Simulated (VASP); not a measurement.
# InAs (F-43m) in VASP: elastic constants with PBE

Aim: the elastic constants of InAs with PBE.

All numbers are computed with VASP 6.6.1; they aren't measurements. Logs are shortened: lines on timing, memory, paths and dates and some standing lists are left out, and cuts for length are marked.

**1. The cell of the first run**

It takes space group F-43m (No. 216, cubic). Conventional cell: a = 5.938 Å, b = 5.938 Å, c = 5.938 Å, α = 90.00°, β = 90.00°, γ = 90.00°. Within 3.4 Å of In (site symmetry -43m) lie 4 As at 2.57 Å. As (site symmetry -43m) has 4 In at 2.57 Å within 3.4 Å.

**2. Elastic constants, PBE**

File INCAR:

```
ALGO = Normal
EDIFF = 1E-8
ENCUT = 600
GGA = PE
IBRION = 6
ISIF = 3
ISMEAR = -1
LASPH = T
LCHARG = F
LREAL = F
LWAVE = F
NELM = 80
NFREE = 2
NSW = 1
POTIM = 0.015
PREC = Accurate
SIGMA = 0.15
```

File KPOINTS:

```
k-points
0
Gamma
  12 12 12
```

File POSCAR:

```
InAs
1.0
    0.0000000000      2.9690180895      2.9690180895
    2.9690180895      0.0000000000      2.9690180895
    2.9690180895      2.9690180895      0.0000000000
In As
1 1
Direct
    0.0000000000      0.0000000000      0.0000000000
    0.7500000000      0.7500000000      0.7500000000
```

Potentials or basis: VASP PAW PBE potentials, release 64 (In_d, As).

Launch:

```bash
> cat potpaw_PBE.64/In_d/POTCAR potpaw_PBE.64/As/POTCAR > POTCAR
> mpirun -np 1 vasp_std > vasp.out
```

OUTCAR:

```text
EDIFF = 1E-8
   ENCUT = 600
   GGA = PE
   IBRION = 6
   ISIF = 3
   ISMEAR = -1
   LASPH = T
   LREAL = F
   NELM = 80
   NFREE = 2
   NSW = 1
   POTIM = 0.015
   PREC = Accurate

 ion  position               nearest neighbor table
   1  0.000  0.000  0.000-   2 2.57   2 2.57   2 2.57   2 2.57
   2  0.750  0.750  0.750-   1 2.57   1 2.57   1 2.57   1 2.57

  LATTYP: Found a face centered cubic cell.
 ALAT       =     5.9380361790

  Lattice vectors:

 A1 = (   0.0000000000,   2.9690180895,   2.9690180895)
 A2 = (   2.9690180895,   0.0000000000,   2.9690180895)
 A3 = (   2.9690180895,   2.9690180895,   0.0000000000)

Analysis of symmetry for initial positions (statically):
=====================================================================
 Subroutine PRICEL returns:
 Original cell was already a primitive cell.

 Routine SETGRP: Setting up the symmetry group for a
 face centered cubic supercell.

 Subroutine GETGRP returns: Found 24 space group operations
 (whereof 24 operations were pure point group operations)
 out of a pool of 48 trial point group operations.

The static configuration has the point symmetry T_d .

Analysis of symmetry for dynamics (positions and initial velocities):
=====================================================================
 Subroutine PRICEL returns:
 Original cell was already a primitive cell.

 Routine SETGRP: Setting up the symmetry group for a
 face centered cubic supercell.

 Subroutine GETGRP returns: Found 24 space group operations
 (whereof 24 operations were pure point group operations)
 out of a pool of 48 trial point group operations.

The dynamic configuration has the point symmetry T_d .

 Subroutine INISYM returns: Found 24 space group operations
 (whereof 24 operations are pure point group operations),
 and found     1 'primitive' translations

----------------------------------------------------------------------------------------

                                     Primitive cell

  volume of cell :      52.3442

  direct lattice vectors                    reciprocal lattice vectors
     0.000000000  2.969018090  2.969018090    -0.168405845  0.168405845  0.168405845
     2.969018090  0.000000000  2.969018090     0.168405845 -0.168405845  0.168405845
     2.969018090  2.969018090  0.000000000     0.168405845  0.168405845 -0.168405845

  length of vectors
     4.198825649  4.198825649  4.198825649     0.291687480  0.291687480  0.291687480

  position of ions in fractional coordinates (direct lattice)
     0.000000000  0.000000000  0.000000000
     0.750000000  0.750000000  0.750000000

  ion indices of the primitive-cell ions
   primitive index   ion index
                 1           1
                 2           2

----------------------------------------------------------------------------------------

 KPOINTS: k-points

Automatic generation of k-mesh.
 Grid dimensions read from file:
 generate k-points for:   12   12   12

 Generating k-lattice:

  Cartesian coordinates                     Fractional coordinates (reciprocal lattice)
[... 111 lines left out ...]
------------------------ aborting loop because EDIFF is reached ----------------------------------------

  FORCE on cell =-STRESS in cart. coord.  units (eV):
  Direction    XX          YY          ZZ          XY          YZ          ZX
  --------------------------------------------------------------------------------------
  -------------------------------------------------------------------------------------
  Total        2.6501407      2.6501407      2.6501407      0.0000000     -0.0000000     -0.0000000
  in kB       81.1168328     81.1168328     81.1168328      0.0000000     -0.0000000     -0.0000000
  external PRESSURE =      81.1168328 kB  Pullay stress =       0.0000000 kB
[... 89 lines left out ...]
  FREE ENERGIE OF THE ION-ELECTRON SYSTEM (eV)
  ---------------------------------------------------
  free  energy   TOTEN  =        -7.5210066221 eV

  energy  without entropy=       -7.5192782534  energy(sigma->0) =       -7.52014244

[... ionic steps 4 to 14 ...]

--------------------------------------- Ionic step       15  -------------------------------------------

 number of electron      17.9999999 magnetization

------------------------ aborting loop because EDIFF is reached ----------------------------------------
[... 67 lines left out ...]
--------------------------------------- Ionic step       17  -------------------------------------------

 number of electron      17.9999999 magnetization

 Free energy of the ion-electron system (eV)
  ---------------------------------------------------
  ext. energy  EPLUGINS =         0.00000000
  ---------------------------------------------------
  free energy    TOTEN  =        -7.56357223 eV

  energy without entropy =       -7.56168804  energy(sigma->0) =       -7.56263014

 E-fermi :   5.5225     XC(G=0):  -9.3350

 val. band max:        5.1651102021   @ k =   0.0000   0.0000   0.0000
 cond. band min:       6.0767332062   @ k =   0.0000   0.0833   0.0000
 fundamental gap:      0.9116230041
 Fermi energy:         5.5224604530

 k-point     1 :       0.0000    0.0000    0.0000
  band No.  band energies     occupation
      1      -9.4409      2.00000
      2      -9.4374      2.00000
      3      -9.4332      2.00000
      4      -9.2865      2.00000
      5      -9.2865      2.00000
      6      -7.1515      2.00000
      7       5.0488      1.91845
      8       5.0790      1.90110
      9       5.1079      1.88135
     10       5.1651      1.83094
     11       8.9852      0.00000
     12       9.0060      0.00000
     13       9.0284      0.00000
[... 354 lines left out ...]
  band No.  band energies     occupation
      1      -9.5994      2.00000
      2      -9.3933      2.00000
      3      -9.3849      2.00000
      4      -9.2860      2.00000
      5      -9.2787      2.00000
      6      -5.3442      2.00000
      7      -0.7901      2.00000
      8       2.5014      2.00000
      9       3.7130      1.99999
     10       7.4147      0.00001
     11       9.4550      0.00000
     12      10.5383      0.00000
     13      12.2697      0.00000

 [... further k-points ...]

------------------------ aborting loop because EDIFF is reached ----------------------------------------

  FORCE on cell =-STRESS in cart. coord.  units (eV):
  Direction    XX          YY          ZZ          XY          YZ          ZX
  --------------------------------------------------------------------------------------
  -------------------------------------------------------------------------------------
  Total        2.6500101      2.6532843      2.6532843      0.0000000     -0.1692853      0.0000000
  in kB       81.1128367     81.2130551     81.2130551      0.0000000     -5.1815683      0.0000000
  external PRESSURE =      81.1796490 kB  Pullay stress =       0.0000000 kB
[... 17 lines left out ...]
  FREE ENERGIE OF THE ION-ELECTRON SYSTEM (eV)
  ---------------------------------------------------
  free  energy   TOTEN  =        -7.5635722328 eV

  energy  without entropy=       -7.5616880445  energy(sigma->0) =       -7.56263014

 INTERNAL STRAIN TENSORS FROM STRAINED CELLS
 ============================================

 INTERNAL STRAIN TENSOR FOR ION    1 for displacements in x,y,z  (eV/Angst):
          X           Y           Z          XY          YZ          ZX
  --------------------------------------------------------------------------------
  x    -0.00000    -0.00000     0.00000     0.00000   -11.29357     0.00000
  y     0.00000    -0.00000     0.00000     0.00000     0.00000   -11.29341
  z    -0.00000    -0.00000     0.00000   -11.29344     0.00000     0.00000

 INTERNAL STRAIN TENSORS FROM DISPLACED ATOMS
 ============================================

 INTERNAL STRAIN TENSOR FOR ION    1 for displacements in x,y,z  (eV/Angst):
          X           Y           Z          XY          YZ          ZX
  --------------------------------------------------------------------------------
  x     0.00000     0.00000     0.00000     0.00000   -11.29426     0.00000
  y     0.00000     0.00000     0.00000     0.00000     0.00000   -11.29426
  z     0.00000     0.00000     0.00000   -11.29426     0.00000     0.00000

 INTERNAL STRAIN TENSOR FOR ION    2 for displacements in x,y,z  (eV/Angst):
          X           Y           Z          XY          YZ          ZX
  --------------------------------------------------------------------------------
  x     0.00000     0.00000     0.00000     0.00000    11.28716     0.00000
  y    -0.00000     0.00000    -0.00000     0.00000     0.00000    11.28716
  z     0.00000     0.00000     0.00000    11.28716     0.00000     0.00000

 Eigenvectors and eigenvalues of the dynamical matrix
 ----------------------------------------------------

   1 f  =    7.026790 THz    44.150625 2PiTHz  234.388489 cm-1    29.060456 meV
             X         Y         Z           dx          dy          dz
      0.000000  0.000000  0.000000    -0.628314    0.000000    0.000000
      4.453527  4.453527  4.453527     0.777960    0.000000    0.000000
[... 21 lines left out ...]
   6 f/i=    0.000605 THz     0.003802 2PiTHz    0.020182 cm-1     0.002502 meV
             X         Y         Z           dx          dy          dz
      0.000000  0.000000  0.000000     0.000000    0.550101    0.550101
      4.453527  4.453527  4.453527     0.000000    0.444285    0.444285

--------------------------------------------------------------------------------------------------------

 ELASTIC MODULI CONTR FROM IONIC RELAXATION (kBar)
 Direction    XX          YY          ZZ          XY          YZ          ZX
 --------------------------------------------------------------------------------
 XX          -0.0000     -0.0000     -0.0000     -0.0000      0.0000      0.0000
 YY          -0.0000     -0.0000     -0.0000     -0.0000     -0.0000      0.0000
 ZZ          -0.0000     -0.0000     -0.0000      0.0000     -0.0000      0.0000
 XY          -0.0000     -0.0000      0.0000   -426.0147      0.0000      0.0000
 YZ           0.0000     -0.0000     -0.0000      0.0000   -426.0147      0.0000
 ZX           0.0000      0.0000      0.0000      0.0000      0.0000   -426.0147
 --------------------------------------------------------------------------------

 TOTAL ELASTIC MODULI (kBar)
 Direction    XX          YY          ZZ          XY          YZ          ZX
 --------------------------------------------------------------------------------
 XX         959.1233    664.1364    664.1364     -0.0000     -0.0000      0.0000
 YY         664.1364    959.1233    664.1364     -0.0000      0.0000      0.0000
 ZZ         664.1364    664.1364    959.1233     -0.0000     -0.0000      0.0000
 XY          -0.0000     -0.0000     -0.0000    346.1678      0.0000     -0.0000
 YZ          -0.0000      0.0000     -0.0000      0.0000    346.1678      0.0000
 ZX           0.0000      0.0000      0.0000     -0.0000      0.0000    346.1678
 --------------------------------------------------------------------------------
```

It took 48 min on 1 thread of Intel Xeon Platinum 8488C (Sapphire Rapids), shared host; peak memory 0.8 GiB.

Results:

```
Elastic constants C11, C12, C44                         : 96, 66, 35 GPa
Voigt bulk modulus                                      : 76 GPa
Highest phonon frequency at Γ, LO-TO splitting left out : 234 cm⁻¹
```

Phonon frequencies in cm⁻¹ (negative: imaginary):
| q point | frequencies |
| --- | --- |
| (0.000, 0.000, 0.000) | 0 0 0 234 234 234 |

Elastic tensor in Voigt notation (GPa, in the Cartesian axes of the cell as first typed):
```
96 66 66  0  0  0
66 96 66  0  0  0
66 66 96  0  0  0
 0  0  0 35  0  0
 0  0  0  0 35  0
 0  0  0  0  0 35
```

Clamped-ion elastic tensor (GPa):
```
96 66 66  0  0  0
66 96 66  0  0  0
66 66 96  0  0  0
 0  0  0 77  0  0
 0  0  0  0 77  0
 0  0  0  0  0 77
```

Caveat: the cell is under stress, which shifts elastic constants; spin-orbit coupling is left out, which moves the levels of the heavy elements.
